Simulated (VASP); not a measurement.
# Al (P6/mmm) in VASP: further runs

Runs on Al. Level: PBE. Tasks: single point.

Everything below comes from runs of VASP 6.6.1. Logs are shortened: lines on timing, memory, paths and dates and some standing lists are left out, and cuts for length are marked.

**1. The cell of the first run**

Symmetry: P6/mmm, No. 191, hexagonal system. Conventional cell: a = 4.547 Å, b = 4.547 Å, c = 2.754 Å, α = 90.00°, β = 90.00°, γ = 120.00°. Within 3.5 Å of Al (site symmetry -6m2) lie 5 Al at 2.63 to 2.75 Å.

**2. Single point, PBE**

INCAR reads:

```
SYSTEM = Al
PREC     = Accurate       ! precision mode
ENCUT    = 520            ! plane-wave cutoff, eV
EDIFF    = 1E-7           ! SCF threshold, eV
ISMEAR   = -1             ! smearing method
SIGMA    = 0.05           ! smearing width, eV
LREAL    = .False.        ! projectors in reciprocal space
LASPH    = .True.         ! aspherical terms in the spheres
NELM     = 100            ! most SCF steps
ALGO     = Fast           ! electronic algorithm
ISIF     = 2              ! what is computed and relaxed
LWAVE    = .False.        ! write WAVECAR
LCHARG   = .False.        ! write CHGCAR
GGA      = PE             ! functional
NBANDS   = 10             ! bands
```

KPOINTS reads:

```
regular mesh
0
Gamma
  7 7 10
  0 0 0
```

POSCAR reads:

```
Al
1.0
    4.5467300000      0.0000000000      0.0000000000
   -2.2733700000      3.9375800000      0.0000000000
    0.0000000000      0.0000000000      2.7539300000
Al
2
Direct
    0.3333300000      0.6666700000      0.5000000000
    0.6666700000      0.3333300000      0.5000000000
```

Potentials or basis: VASP PAW PBE potentials, release 64 (Al).

Run with:

```bash
$ cat potpaw_PBE.64/Al/POTCAR > POTCAR
$ mpirun -np 1 vasp_std > vasp.out
```

OUTCAR:

```text
SYSTEM = Al
   PREC = Accurate
   ENCUT = 520
   EDIFF = 1E-7
   ISMEAR = -1
   LREAL = .False.
   LASPH = .True.
   NELM = 100
   ISIF = 2
   GGA = PE

 ion  position               nearest neighbor table
   1  0.333  0.667  0.500-   2 2.63   2 2.63   2 2.63
   2  0.667  0.333  0.500-   1 2.63   1 2.63   1 2.63

  LATTYP: Found a hexagonal cell.
 ALAT       =     4.5467300000
 C/A-ratio  =     0.6056946421

  Lattice vectors:

 A1 = (   4.5467300000,   0.0000000000,   0.0000000000)
 A2 = (  -2.2733700000,   3.9375800000,   0.0000000000)
 A3 = (   0.0000000000,   0.0000000000,   2.7539300000)

Analysis of symmetry for initial positions (statically):
=====================================================================
 Subroutine PRICEL returns:
 Original cell was already a primitive cell.

 Routine SETGRP: Setting up the symmetry group for a
 hexagonal supercell.

 Subroutine GETGRP returns: Found  8 space group operations
 (whereof  8 operations were pure point group operations)
 out of a pool of 24 trial point group operations.

The static configuration has the point symmetry D_2h.

Analysis of symmetry for dynamics (positions and initial velocities):
=====================================================================
 Subroutine PRICEL returns:
 Original cell was already a primitive cell.

 Routine SETGRP: Setting up the symmetry group for a
 hexagonal supercell.

 Subroutine GETGRP returns: Found  8 space group operations
 (whereof  8 operations were pure point group operations)
 out of a pool of 24 trial point group operations.

The dynamic configuration has the point symmetry D_2h.

 Subroutine INISYM returns: Found  8 space group operations
 (whereof  8 operations are pure point group operations),
 and found     1 'primitive' translations

----------------------------------------------------------------------------------------

                                     Primitive cell

  volume of cell :      49.3039

  direct lattice vectors                    reciprocal lattice vectors
     4.546730000  0.000000000  0.000000000     0.219938285  0.126981826  0.000000000
    -2.273370000  3.937580000  0.000000000     0.000000000  0.253963094  0.000000000
     0.000000000  0.000000000  2.753930000     0.000000000  0.000000000  0.363117436

  length of vectors
     4.546730000  4.546729309  2.753930000     0.253963056  0.253963094  0.363117436

  position of ions in fractional coordinates (direct lattice)
     0.333330000  0.666670000  0.500000000
     0.666670000  0.333330000  0.500000000

  ion indices of the primitive-cell ions
   primitive index   ion index
                 1           1
                 2           2

----------------------------------------------------------------------------------------

 KPOINTS: regular mesh

Automatic generation of k-mesh.
 Grid dimensions read from file:
 generate k-points for:    7    7   10

 Generating k-lattice:

  Cartesian coordinates                     Fractional coordinates (reciprocal lattice)
     0.031419755  0.018140261  0.000000000     0.142857143 -0.000000000  0.000000000
     0.000000000  0.036280442  0.000000000     0.000000000  0.142857143  0.000000000
     0.000000000  0.000000000  0.036311744     0.000000000  0.000000000  0.100000000

  Length of vectors
     0.036280437  0.036280442  0.036311744

  Shift w.r.t. Gamma in fractional coordinates (k-lattice)
     0.000000000  0.000000000  0.000000000

 Subroutine IBZKPT returns following result:
 ===========================================

 Found     96 irreducible k-points:

 Following reciprocal coordinates:
            Coordinates               Weight
  0.000000  0.000000  0.000000      1.000000
  0.142857 -0.000000  0.000000      4.000000
 -0.142857  0.142857  0.000000      2.000000
  0.285714 -0.000000  0.000000      4.000000
 -0.285714  0.285714  0.000000      2.000000
  0.428571 -0.000000  0.000000      4.000000
[... 16 lines left out ...]
 -0.428571  0.428571  0.100000      4.000000
  0.142857  0.142857  0.100000      4.000000
 [... further k-points ...]
   k-points           NKPTS =     96   k-points in BZ     NKDIM =     96   number of bands    NBANDS=     10
   number of dos      NEDOS =    301   number of ions     NIONS =      2
   total plane-waves  NPLWV =  25920
   dimension x,y,z NGX =    36 NGY =   36 NGZ =   20
   dimension x,y,z NGXF=    72 NGYF=   72 NGZF=   40
   ions per type =               2
   NGX,Y,Z   is equivalent  to a cutoff of  13.16, 13.16, 12.07 a.u.
   NGXF,Y,Z  is equivalent  to a cutoff of  26.33, 26.33, 24.15 a.u.
 SYSTEM =  Al
   PREC   = accura    normal or accurate (medium, high low for compatibility)
   ISTART =      0    job   : 0-new  1-cont  2-samecut
   ICHARG =      2    charge: 1-file 2-atom 10-const
   ISPIN  =      1    spin polarized calculation?
   LNONCOLLINEAR =      F non collinear calculations
   LSORBIT =      F    spin-orbit coupling
   LASPH  =      T    aspherical Exc in radial PAW
   ENCUT  =  520.0 eV  38.22 Ry    6.18 a.u.   8.45  8.45  5.12*2*pi/ulx,y,z
   NELM   =    100;   NELMIN=  2; NELMDL= -5     # of ELM steps
   EDIFF  = 0.1E-06   stopping-criterion for ELM
   LREAL  =      F    real-space projection
   EDIFFG = 0.1E-05   stopping-criterion for IOM
   NSW    =      0    number of steps for IOM
   IBRION =     -1    ionic relax: 0-MD 1-quasi-New 2-CG
   NFREE  =      0    steps in history (QN), initial steepest desc. (CG)
   ISIF   =      2    stress and relaxation
   ISYM   =      2    0-nonsym 1-usesym 2-fastsym
   POTIM  = 0.5000    time-step for ionic-motion
   TEBEG  =    0.0;   TEEND  =   0.0 temperature during run
   PSTRESS=    0.0 pullay stress
   NELECT =       6.0000    total number of electrons
   NUPDOWN=      -1.0000    fix difference up-down
   EMIN   =  10.00;   EMAX   =-10.00  energy-range for DOS
   EFERMI =   0.00;   METHOD = LEGACY
   ISMEAR =    -1;   SIGMA  =   0.05  broadening in eV -4-tet -1-fermi 0-gaus
   EFERMI_NEDOS =   21; number of points for ismear=-14 and -15
   IALGO  =     68    algorithm
   IMIX   =      4    mixing-type and parameters
     AMIX     =   0.40;   BMIX     =  1.00
     AMIX_MAG =   1.60;   BMIX_MAG =  1.00
  volume/ion in A,a.u.               =      24.65       166.36
  Fermi-wavevector in a.u.,A,eV,Ry     =   0.811269  1.533076  8.954770  0.658157
  Thomas-Fermi vector in A             =   1.920597
   LORBIT       =      0    0 simple, 1 ext, 2 COOP (PROOUT), +10 PAW based schemes
   GGA     = PE    functional components
   LHFCALC =     F    Hartree Fock is set to
   AEXX    =    0.0000 exact exchange contribution
   IVDW    =     0    specifies the selected vdW correction
   LEPSILON=     F    determine dielectric tensor
   LRPA    =     F    only Hartree local field effects (RPA)
 non-spin polarized calculation
 RMM-DIIS sequential band-by-band and
  energy-cutoff  :      520.00
  volume of cell :       49.30
 maximum number of plane-waves:      1378
 NGX is ok and might be reduce to    36
   NGX = 17   NGY = 17   NGZ = 11

 number of electron       6.0000000 magnetization

 Free energy of the ion-electron system (eV)
  ---------------------------------------------------
  ext. energy  EPLUGINS =         0.00000000
  ---------------------------------------------------
  free energy    TOTEN  =        -6.51724000 eV

  energy without entropy =       -6.51203854  energy(sigma->0) =       -6.51463927

 E-fermi :   3.9342     XC(G=0):  -8.4689

 val. band max:        3.9154928628   @ k =  -0.2857   0.2857   0.5000
 cond. band min:       3.9679571653   @ k =   0.4286   0.4286   0.4000
 fundamental gap:      0.0524643025
 Fermi energy:         3.9341629391

 k-point     1 :       0.0000    0.0000    0.0000
  band No.  band energies     occupation
      1      -4.8253      2.00000
      2       3.0972      2.00000
      3       3.0974      2.00000
      4       3.4093      1.99994
      5       6.1711      0.00000
      6       6.1713      0.00000
      7       9.4364      0.00000
      8      13.2428      0.00000
      9      13.8481      0.00000
     10      19.5347      0.00000

 k-point     2 :       0.1429   -0.0000    0.0000
  band No.  band energies     occupation
      1      -4.6535      2.00000
      2       1.4103      2.00000
      3       2.8053      2.00000
      4       4.6502      0.00000
      5       6.2721      0.00000
      6       6.8217      0.00000
      7      10.4243      0.00000
      8      13.3841      0.00000
      9      13.8889      0.00000
     10      18.3773      0.00000

 k-point     3 :      -0.1429    0.1429    0.0000
  band No.  band energies     occupation
      1      -4.6535      2.00000
      2       1.4104      2.00000
      3       2.8051      2.00000
      4       4.6501      0.00000
      5       6.2720      0.00000
      6       6.8219      0.00000
      7      10.4243      0.00000
      8      13.3841      0.00000
      9      13.8889      0.00000
     10      18.3787      0.00000

 k-point     4 :       0.2857   -0.0000    0.0000
  band No.  band energies     occupation
      1      -4.1536      2.00000
      2      -0.2830      2.00000
      3       2.3412      2.00000
      4       4.4497      0.00007
      5       7.9068      0.00000
      6       8.3585      0.00000
      7      12.4206      0.00000
      8      13.7936      0.00000
      9      13.8434      0.00000
     10      15.7105      0.00000
[... 222 lines left out ...]
 k-point    22 :       0.4286   -0.0000    0.1000
  band No.  band energies     occupation
      1      -3.2504      2.00000
      2      -1.4235      2.00000
      3       2.2372      2.00000
      4       4.3053      0.00119
      5       9.8747      0.00000
      6      10.5813      0.00000
      7      11.0428      0.00000
      8      13.0701      0.00000
      9      13.4637      0.00000
     10      14.0783      0.00000

 k-point    23 :      -0.4286    0.4286    0.1000
  band No.  band energies     occupation
      1      -3.2505      2.00000
      2      -1.4234      2.00000
      3       2.2372      2.00000
      4       4.3052      0.00120
      5       9.8747      0.00000
      6      10.5813      0.00000
      7      11.0429      0.00000
      8      13.0702      0.00000
      9      13.4635      0.00000
     10      14.0786      0.00000

 k-point    24 :       0.1429    0.1429    0.1000
  band No.  band energies     occupation
      1      -4.1236      2.00000
      2       0.4006      2.00000
      3       2.3186      2.00000
      4       5.6638      0.00000
      5       6.3123      0.00000
      6       8.6113      0.00000
      7      10.3137      0.00000
      8      12.6835      0.00000
      9      15.2139      0.00000
     10      15.6460      0.00000

 [... further k-points ...]
[... 5 lines left out ...]
  --------------------------------------------------------------------------------------
  -------------------------------------------------------------------------------------
  Total        0.0479734      0.0483457     -0.1657658      0.0003224      0.0000000      0.0000000
  in kB        1.5589393      1.5710376     -5.3867154      0.0104779      0.0000000      0.0000000
  external PRESSURE =      -0.7522462 kB  Pullay stress =       0.0000000 kB

 VOLUME and BASIS-vectors are now :
 -----------------------------------------------------------------------------
  energy-cutoff  :      520.00
  volume of cell :       49.30
      direct lattice vectors                 reciprocal lattice vectors
     4.546730000  0.000000000  0.000000000     0.219938285  0.126981826  0.000000000
    -2.273370000  3.937580000  0.000000000     0.000000000  0.253963094  0.000000000
     0.000000000  0.000000000  2.753930000     0.000000000  0.000000000  0.363117436

 POSITION                                       TOTAL-FORCE (eV/Angst)
 -----------------------------------------------------------------------------------
     -0.00003      2.62507      1.37696         0.000278     -0.000161     -0.000000
      2.27339      1.31251      1.37696        -0.000278      0.000161      0.000000
 -----------------------------------------------------------------------------------
    total drift:                               -0.000000      0.000000     -0.000000

  FREE ENERGIE OF THE ION-ELECTRON SYSTEM (eV)
  ---------------------------------------------------
  free  energy   TOTEN  =        -6.5172399998 eV

  energy  without entropy=       -6.5120385407  energy(sigma->0) =       -6.51463927
```

Wall time 39 s (1 thread of Intel Xeon Platinum 8259CL at 2.50GHz (Skylake/Cascade Lake), shared host); peak memory 0.18 GiB.

What came out:

```
Free energy            : -6.5172 eV
Pressure               : -0.1 GPa
Band gap on the k mesh : zero (band 3 reaches 6.31 eV, above the bottom of band 4 at 2.97 eV)
```

**3. Single point, PBE**

INCAR reads:

```
PREC = Accurate ; ENCUT = 520
EDIFF = 1E-6 ; ISMEAR = -1
SIGMA = 0.05 ; LREAL = F
LASPH = T ; NELM = 60
ALGO = Normal ; ISIF = 2
LWAVE = F ; LCHARG = F
GGA = PE ; NBANDS = 10
```

KPOINTS reads:

```
Automatic mesh
0
Gamma
  7 7 10
```

POSCAR is that of step 2.

Potentials or basis: VASP PAW PBE potentials, release 64 (Al).

Run with:

```bash
$ cat potpaw_PBE.64/Al/POTCAR > POTCAR
$ mpirun -np 1 vasp_std > vasp.out
```

Wall time 28 s (1 thread of Intel Xeon Platinum 8259CL at 2.50GHz (Skylake/Cascade Lake), shared host); peak memory 0.18 GiB.

Results (log left out):

| Property | Result |
| --- | --- |
| Free energy | -6.5172 eV |
| Pressure | -0.1 GPa |
| Band gap on the k mesh | zero (band 3 reaches 6.31 eV, above the bottom of band 4 at 2.97 eV) |

Stress tensor (GPa, compression positive):
```
 0.17  0.00  0.00
 0.00  0.17  0.00
 0.00  0.00 -0.54
```

Levels at points of the mesh, in eV from the Fermi level:
```
           k point  band 1  band 2  band 3  band 4  band 5  band 6  band 7  band 8
(0.00, 0.00, 0.00)   -8.76   -0.84   -0.84   -0.53    2.24    2.24    5.50    9.31
(0.00, 0.00, 0.50)   -4.45   -3.51    2.38    2.38    2.71    5.40    5.40    5.69
```
